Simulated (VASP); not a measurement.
# GaP (F-43m) in VASP: a series of runs

The runs below take GaP through single point, with PBEsol.

All numbers are computed with VASP 6.6.1; they aren't measurements. Logs are shortened: lines on timing, memory, paths and dates and some standing lists are left out, and cuts for length are marked.

**The experiment to reproduce.**

From “Stacking defects in GaP nanowires: Electronic structure and optical properties”, 2018, arxiv:1810.01194, for a bulk crystal of GaP at 10 K: band gap 2.34 eV (indirect).

How close the calculation comes is told below.

## (1) The cell of the first run

The structure is cubic, space group F-43m (No. 216). Conventional cell: a = 5.438 Å, b = 5.438 Å, c = 5.438 Å, α = 90.00°, β = 90.00°, γ = 90.00°. Ga (site symmetry -43m) has 4 P at 2.35 Å within 3.1 Å. P (site symmetry -43m) has 4 Ga at 2.35 Å within 3.1 Å.

## (2) Single point, PBEsol

File INCAR:

```
PREC = Accurate
ENCUT = 520
EDIFF = 1E-6
ISMEAR = 0
SIGMA = 0.05
LREAL = False
LASPH = True
NELM = 80
ALGO = Normal
ISIF = 2
LWAVE = False
LCHARG = True
GGA = PS
LELF = True
LVHAR = True
NBANDS = 16
```

File KPOINTS:

```
Automatic mesh
0
Gamma
  8 8 8
```

File POSCAR:

```
GaP
1.0
    0.0000000000      2.7192251048      2.7192251048
    2.7192251048      0.0000000000      2.7192251048
    2.7192251048      2.7192251048      0.0000000000
Ga P
1 1
Direct
    0.0000000000      0.0000000000      0.0000000000
    0.7500000000      0.7500000000      0.7500000000
```

Potentials or basis: VASP PAW PBE potentials, release 64 (Ga_d, P).

Run with:

```
> cat potpaw_PBE.64/Ga_d/POTCAR potpaw_PBE.64/P/POTCAR > POTCAR
> mpirun -np 1 vasp_std > vasp.out
```

OUTCAR:

```text
PREC = Accurate
   ENCUT = 520
   EDIFF = 1E-6
   ISMEAR = 0
   LREAL = False
   LASPH = True
   NELM = 80
   ISIF = 2
   GGA = PS

 ion  position               nearest neighbor table
   1  0.000  0.000  0.000-   2 2.35   2 2.35   2 2.35   2 2.35
   2  0.750  0.750  0.750-   1 2.35   1 2.35   1 2.35   1 2.35

  LATTYP: Found a face centered cubic cell.
 ALAT       =     5.4384502096

  Lattice vectors:

 A1 = (   0.0000000000,   2.7192251048,   2.7192251048)
 A2 = (   2.7192251048,   0.0000000000,   2.7192251048)
 A3 = (   2.7192251048,   2.7192251048,   0.0000000000)

Analysis of symmetry for initial positions (statically):
=====================================================================
 Subroutine PRICEL returns:
 Original cell was already a primitive cell.

 Routine SETGRP: Setting up the symmetry group for a
 face centered cubic supercell.

 Subroutine GETGRP returns: Found 24 space group operations
 (whereof 24 operations were pure point group operations)
 out of a pool of 48 trial point group operations.

The static configuration has the point symmetry T_d .

Analysis of symmetry for dynamics (positions and initial velocities):
=====================================================================
 Subroutine PRICEL returns:
 Original cell was already a primitive cell.

 Routine SETGRP: Setting up the symmetry group for a
 face centered cubic supercell.

 Subroutine GETGRP returns: Found 24 space group operations
 (whereof 24 operations were pure point group operations)
 out of a pool of 48 trial point group operations.

The dynamic configuration has the point symmetry T_d .

 Subroutine INISYM returns: Found 24 space group operations
 (whereof 24 operations are pure point group operations),
 and found     1 'primitive' translations

----------------------------------------------------------------------------------------

                                     Primitive cell

  volume of cell :      40.2129

  direct lattice vectors                    reciprocal lattice vectors
     0.000000000  2.719225105  2.719225105    -0.183875913  0.183875913  0.183875913
     2.719225105  0.000000000  2.719225105     0.183875913 -0.183875913  0.183875913
     2.719225105  2.719225105  0.000000000     0.183875913  0.183875913 -0.183875913

  length of vectors
     3.845565022  3.845565022  3.845565022     0.318482424  0.318482424  0.318482424

  position of ions in fractional coordinates (direct lattice)
     0.000000000  0.000000000  0.000000000
     0.750000000  0.750000000  0.750000000

  ion indices of the primitive-cell ions
   primitive index   ion index
                 1           1
                 2           2

----------------------------------------------------------------------------------------

 KPOINTS: Automatic mesh

Automatic generation of k-mesh.
 Grid dimensions read from file:
 generate k-points for:    8    8    8

 Generating k-lattice:

  Cartesian coordinates                     Fractional coordinates (reciprocal lattice)
    -0.022984489  0.022984489  0.022984489     0.125000000  0.000000000  0.000000000
     0.022984489 -0.022984489  0.022984489     0.000000000  0.125000000  0.000000000
     0.022984489  0.022984489 -0.022984489     0.000000000  0.000000000  0.125000000

  Length of vectors
     0.039810303  0.039810303  0.039810303

  Shift w.r.t. Gamma in fractional coordinates (k-lattice)
     0.000000000  0.000000000  0.000000000

 Subroutine IBZKPT returns following result:
 ===========================================

 Found     29 irreducible k-points:

 Following reciprocal coordinates:
            Coordinates               Weight
  0.000000  0.000000  0.000000      1.000000
  0.125000  0.000000  0.000000      8.000000
  0.250000  0.000000  0.000000      8.000000
  0.375000  0.000000  0.000000      8.000000
  0.500000  0.000000  0.000000      4.000000
  0.125000  0.125000  0.000000      6.000000
[... 16 lines left out ...]
  0.500000  0.250000  0.125000     48.000000
 -0.375000  0.250000  0.125000     24.000000
 [... further k-points ...]
   k-points           NKPTS =     29   k-points in BZ     NKDIM =     29   number of bands    NBANDS=     16
   number of dos      NEDOS =    301   number of ions     NIONS =      2
   total plane-waves  NPLWV =  27000
   dimension x,y,z NGX =    30 NGY =   30 NGZ =   30
   dimension x,y,z NGXF=    60 NGYF=   60 NGZF=   60
   ions per type =               1   1
   NGX,Y,Z   is equivalent  to a cutoff of  12.97, 12.97, 12.97 a.u.
   NGXF,Y,Z  is equivalent  to a cutoff of  25.94, 25.94, 25.94 a.u.
 SYSTEM =  unknown system
   PREC   = accura    normal or accurate (medium, high low for compatibility)
   ISTART =      0    job   : 0-new  1-cont  2-samecut
   ICHARG =      2    charge: 1-file 2-atom 10-const
   ISPIN  =      1    spin polarized calculation?
   LNONCOLLINEAR =      F non collinear calculations
   LSORBIT =      F    spin-orbit coupling
   LASPH  =      T    aspherical Exc in radial PAW
   ENCUT  =  520.0 eV  38.22 Ry    6.18 a.u.   7.15  7.15  7.15*2*pi/ulx,y,z
   NELM   =     80;   NELMIN=  2; NELMDL= -5     # of ELM steps
   EDIFF  = 0.1E-05   stopping-criterion for ELM
   LREAL  =      F    real-space projection
   EDIFFG = 0.1E-04   stopping-criterion for IOM
   NSW    =      0    number of steps for IOM
   IBRION =     -1    ionic relax: 0-MD 1-quasi-New 2-CG
   NFREE  =      0    steps in history (QN), initial steepest desc. (CG)
   ISIF   =      2    stress and relaxation
   ISYM   =      2    0-nonsym 1-usesym 2-fastsym
   POTIM  = 0.5000    time-step for ionic-motion
   TEBEG  =    0.0;   TEEND  =   0.0 temperature during run
   PSTRESS=    0.0 pullay stress
   NELECT =      18.0000    total number of electrons
   NUPDOWN=      -1.0000    fix difference up-down
   EMIN   =  10.00;   EMAX   =-10.00  energy-range for DOS
   EFERMI =   0.00;   METHOD = LEGACY
   ISMEAR =     0;   SIGMA  =   0.05  broadening in eV -4-tet -1-fermi 0-gaus
   EFERMI_NEDOS =   21; number of points for ismear=-14 and -15
   IALGO  =     38    algorithm
   IMIX   =      4    mixing-type and parameters
     AMIX     =   0.40;   BMIX     =  1.00
     AMIX_MAG =   1.60;   BMIX_MAG =  1.00
  volume/ion in A,a.u.               =      20.11       135.69
  Fermi-wavevector in a.u.,A,eV,Ry     =   1.252306  2.366515 21.337617  1.568271
  Thomas-Fermi vector in A             =   2.386213
   LORBIT       =      0    0 simple, 1 ext, 2 COOP (PROOUT), +10 PAW based schemes
   GGA     = PS    functional components
   LHFCALC =     F    Hartree Fock is set to
   AEXX    =    0.0000 exact exchange contribution
   IVDW    =     0    specifies the selected vdW correction
   LEPSILON=     F    determine dielectric tensor
   LRPA    =     F    only Hartree local field effects (RPA)
 non-spin polarized calculation
 Gauss-broadening in eV      SIGMA  =   0.05
  energy-cutoff  :      520.00
  volume of cell :       40.21
 maximum number of plane-waves:      1106
 NGX is ok and might be reduce to    30

 number of electron      17.9999987 magnetization

 Free energy of the ion-electron system (eV)
  ---------------------------------------------------
  ext. energy  EPLUGINS =         0.00000000
  ---------------------------------------------------
  free energy    TOTEN  =        -9.92109315 eV

  energy without entropy =       -9.92109315  energy(sigma->0) =       -9.92109315

 E-fermi :   4.8614     XC(G=0): -10.0514

 val. band max:        4.6365616861   @ k =   0.0000   0.0000   0.0000
 cond. band min:       6.1394632298   @ k =   0.5000   0.5000   0.0000
 fundamental gap:      1.5029015437
 Fermi energy:         4.8614032876

 k-point     1 :       0.0000    0.0000    0.0000
  band No.  band energies     occupation
      1      -9.9159      2.00000
      2      -9.9159      2.00000
      3      -9.9159      2.00000
      4      -9.8131      2.00000
      5      -9.8131      2.00000
      6      -7.9379      2.00000
[... 8 lines left out ...]
     15      14.4178      0.00000
     16      14.4178      0.00000

 k-point     2 :       0.1250    0.0000    0.0000
  band No.  band energies     occupation
      1      -9.9303      2.00000
      2      -9.9110      2.00000
      3      -9.9110      2.00000
      4      -9.8132      2.00000
      5      -9.8132      2.00000
      6      -7.7323      2.00000
[... 8 lines left out ...]
     15      13.7564      0.00000
     16      14.1536      0.00000

 k-point     3 :       0.2500    0.0000    0.0000
  band No.  band energies     occupation
      1      -9.9616      2.00000
      2      -9.9007      2.00000
      3      -9.9007      2.00000
      4      -9.8119      2.00000
      5      -9.8119      2.00000
      6      -7.1492      2.00000
[... 8 lines left out ...]
     15      13.5627      0.00000
     16      14.3677      0.00000

 k-point     4 :       0.3750    0.0000    0.0000
  band No.  band energies     occupation
      1      -9.9897      2.00000
      2      -9.8928      2.00000
      3      -9.8928      2.00000
      4      -9.8080      2.00000
      5      -9.8080      2.00000
      6      -6.3318      2.00000
[... 8 lines left out ...]
     15      14.7807      0.00000
     16      14.7807      0.00000
[... 324 lines left out ...]
 k-point    22 :       0.3750    0.2500    0.1250
  band No.  band energies     occupation
      1      -9.9853      2.00000
      2      -9.8884      2.00000
      3      -9.8843      2.00000
      4      -9.8245      2.00000
      5      -9.8038      2.00000
      6      -6.6532      2.00000
[... 8 lines left out ...]
     15      15.7362      0.00000
     16      16.9453      0.00000

 k-point    23 :       0.5000    0.2500    0.1250
  band No.  band energies     occupation
      1     -10.0010      2.00000
      2      -9.8847      2.00000
      3      -9.8749      2.00000
      4      -9.8224      2.00000
      5      -9.8039      2.00000
      6      -5.8819      2.00000
[... 8 lines left out ...]
     15      16.1151      0.00000
     16      17.4089      0.00000

 k-point    24 :      -0.3750    0.2500    0.1250
  band No.  band energies     occupation
      1     -10.0068      2.00000
      2      -9.8842      2.00000
      3      -9.8715      2.00000
      4      -9.8187      2.00000
      5      -9.8057      2.00000
      6      -5.4111      2.00000
[... 8 lines left out ...]
     15      16.5597      0.00000
     16      17.1136      0.00000

 [... further k-points ...]
[... 5 lines left out ...]
  --------------------------------------------------------------------------------------
  -------------------------------------------------------------------------------------
  Total       -0.0229878     -0.0229878     -0.0229878     -0.0000000      0.0000000      0.0000000
  in kB       -0.9158887     -0.9158887     -0.9158887     -0.0000000      0.0000000      0.0000000
  external PRESSURE =      -0.9158887 kB  Pullay stress =       0.0000000 kB

 VOLUME and BASIS-vectors are now :
 -----------------------------------------------------------------------------
  energy-cutoff  :      520.00
  volume of cell :       40.21
      direct lattice vectors                 reciprocal lattice vectors
     0.000000000  2.719225105  2.719225105    -0.183875913  0.183875913  0.183875913
     2.719225105  0.000000000  2.719225105     0.183875913 -0.183875913  0.183875913
     2.719225105  2.719225105  0.000000000     0.183875913  0.183875913 -0.183875913

 POSITION                                       TOTAL-FORCE (eV/Angst)
 -----------------------------------------------------------------------------------
      0.00000      0.00000      0.00000        -0.000000     -0.000000     -0.000000
      4.07884      4.07884      4.07884         0.000000      0.000000      0.000000
 -----------------------------------------------------------------------------------
    total drift:                               -0.000000     -0.000000     -0.000000

  FREE ENERGIE OF THE ION-ELECTRON SYSTEM (eV)
  ---------------------------------------------------
  free  energy   TOTEN  =        -9.9210931506 eV

  energy  without entropy=       -9.9210931506  energy(sigma->0) =       -9.92109315
```

It took 29 s on 1 thread of AMD EPYC 7R43 (Zen 3), shared host; peak memory 0.13 GiB.

Results:

- Free energy: -9.9211 eV
- Pressure: -0.1 GPa
- Band gap on the k mesh: 1.50 eV, indirect (least direct gap 1.80 eV)

Caveat: the PAW data sets were made with another functional, which shifts forces and pressure a little.

## (3) Single point, PBEsol

This run uses another cell than the first one: it holds 4 atoms, not 2.

File INCAR:

```
SYSTEM = GaP
PREC = Accurate
ENCUT = 520
EDIFF = 1E-7
ISMEAR = 0
SIGMA = 0.05
LREAL = .False.
LASPH = .True.
NELM = 60
ALGO = Normal
ISIF = 2
LWAVE = .False.
LCHARG = .False.
GGA = PS
NBANDS = 26
```

File KPOINTS:

```
regular mesh
0
Gamma
  6 6 4
  0 0 0
```

File POSCAR:

```
GaP
1.0
    0.0000000000     -2.7192251048     -2.7192251048
    0.0000000000      2.7192251048     -2.7192251048
    5.4384502097      0.0000000000      0.0000000000
Ga P
2 2
Direct
    0.5000000000      0.5000000000      0.5000000000
    0.0000000000      0.0000000000      0.0000000000
    1.0000000000      0.5000000000      0.2500000000
    0.5000000000      0.0000000000      0.7500000000
```

Potentials or basis: VASP PAW PBE potentials, release 64 (Ga_d, P).

Run with:

```
> cat potpaw_PBE.64/Ga_d/POTCAR potpaw_PBE.64/P/POTCAR > POTCAR
> mpirun -np 1 vasp_std > vasp.out
```

It took 79 s on 1 thread of AMD EPYC 7R43 (Zen 3), shared host; peak memory 0.17 GiB.

Results (log left out):

* Free energy: -19.8354 eV
* Pressure: -0.1 GPa
* Band gap on the k mesh: 1.50 eV

Levels at points of the mesh, in eV from the valence-band top:
| k point | band 15 | band 16 | band 17 | band 18 | band 19 | band 20 | band 21 | band 22 |
| --- | --- | --- | --- | --- | --- | --- | --- | --- |
| (0.00, 0.00, 0.00) | -2.74 | 0.00 | 0.00 | 0.00 | 1.50 | 1.71 | 1.80 | 3.82 |
| (0.50, 0.00, 0.00) | -3.48 | -3.48 | -1.23 | -1.23 | 3.10 | 3.10 | 5.65 | 5.65 |
| (0.50, 0.50, 0.00) | -2.74 | -2.74 | -2.74 | -2.74 | 1.50 | 1.50 | 1.71 | 1.71 |
| (0.00, 0.00, 0.50) | -1.72 | -1.72 | -1.72 | -1.72 | 2.07 | 2.07 | 3.64 | 3.64 |
| (0.50, 0.00, 0.50) | -1.14 | -1.14 | -1.14 | -1.14 | 1.60 | 1.60 | 4.65 | 4.65 |
| (0.50, 0.50, 0.50) | -3.66 | -3.66 | -3.51 | -3.51 | 4.61 | 4.61 | 4.86 | 4.86 |

Caveat: the PAW data sets were made with another functional, which shifts forces and pressure a little.

## (4) Against experiment

Step 2. Against the measured gap of GaP, 2.34 eV (indirect; 10 K; quoted in “Stacking defects in GaP nanowires: Electronic structure and optical properties”, 2018, arxiv:1810.01194), the calculated 1.50 eV is off by -0.84 eV. Spin-orbit coupling on Ga is left out. The value is that of PBEsol on a finite k mesh, which can miss the band edges, without temperature or zero-point motion. Semilocal functionals fall short of measured gaps as a rule.
